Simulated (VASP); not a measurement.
BaS:

```
Ba S
1.0
     0.00000    3.19375    3.19375
     3.19375    0.00000    3.19375
     3.19375    3.19375    0.00000
Ba S
1 1
Direct
  0.00000 0.00000 0.00000
  0.50000 0.50000 0.50000
```

Base run:

* Program: VASP 6.6.1
* Functional: PBE
* Potentials or basis: VASP PAW PBE potentials, release 64 (Ba_sv, S)
* Cutoff: 520 eV
* k mesh: 7 × 7 × 7
* Occupations: gaussian, width 0.012 eV
* Spin: no spin polarisation

Its results: band gap on the k mesh 2.17 eV, indirect (least direct gap 2.31 eV); pressure 1.4 GPa.

Question: The run is repeated on the same cell with these changes: functional from PBE to RPBE; occupations from gaussian, width 0.012 eV to gaussian, width 0.05 eV. What comes out?

Answer: Band gap on the k mesh 2.31 eV, indirect (least direct gap 2.45 eV); pressure 3.0 GPa.

Caveats: spin-orbit coupling is left out, which moves the levels of the heavy elements; the PAW data sets were made with another functional, which shifts forces and pressure a little (some runs).

A k mesh can miss the band edges.
